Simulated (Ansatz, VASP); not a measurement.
# ZrB: VASP beside Ansatz

INCAR

```
PREC = Accurate ; ENCUT = 520
EDIFF = 1E-7 ; ISMEAR = 0
SIGMA = 0.15 ; LREAL = F
LASPH = T ; NELM = 100
ALGO = Normal ; ISIF = 2
LWAVE = F ; LCHARG = T
GGA = PS ; LELF = T
LVHAR = T ; NBANDS = 14
```

KPOINTS

```
Automatic mesh
0
Gamma
  18 18 18
```

Contents of POSCAR:

```
ZrB
1.0
    0.0087187500      2.3250000000      2.3250000000
    2.3337187500      0.0000000000      2.3337187500
    2.3250000000      2.3250000000      0.0087187500
Zr B
1 1
Direct
    0.0000000000      0.0000000000      0.0000000000
    0.5000000000      0.5000000000      0.5000000000
```

Input for Ansatz:

```yaml
crystal:
  lattice:
    - [0.00871875, 2.325, 2.325]
    - [2.33371875, 0.0, 2.33371875]
    - [2.325, 2.325, 0.00871875]
  atoms:
    - { symbol: Zr, position: [0.0, 0.0, 0.0] }
    - { symbol: B, position: [0.5, 0.5, 0.5] }
basis:
  ecutwfc: 420
kpoints:
  mp_grid: { grid: [18, 18, 18] }
hamiltonian:
  xc: pbesol
scf:
  occupations: { method: gaussian, width: 0.15 }
output:
  forces: true
  stress: true
  eigenvalues: true
```

Change from the starting cell: strain +0.0075 x Voigt [0, 0, 0, 0, 1, 0], atoms carried along.

Alike in both runs: task single point; functional PBEsol; k mesh 18 × 18 × 18; occupations gaussian, width 0.15 eV; no spin polarisation.

|  | VASP | Ansatz |
| --- | --- | --- |
| version | VASP 6.6.1 | Ansatz 0.2.0 |
| potentials or method | VASP PAW PBE potentials, release 64 (Zr_sv, B), cutoff 520 eV | scalar-relativistic, plane waves, PAW |
| valence electrons in the cell | 15 | 15 |

```csv
,VASP,Ansatz,Ansatz less VASP
gap on the k mesh at the Fermi level (eV),none,none,-
pressure (GPa),29.7,29.4,-0.30
"traceless stress, the component that is largest in VASP (GPa)",-0.42,-0.42,-0.002
```

VASP's potentials were made for PBE, not for PBEsol. A gap of «none» marks a metal or a gap that the smearing closes. Both programs put the cell under a high pressure, so it lies far from rest at this level. The functional is the same, so the differences come from potentials, cutoffs and numerics.
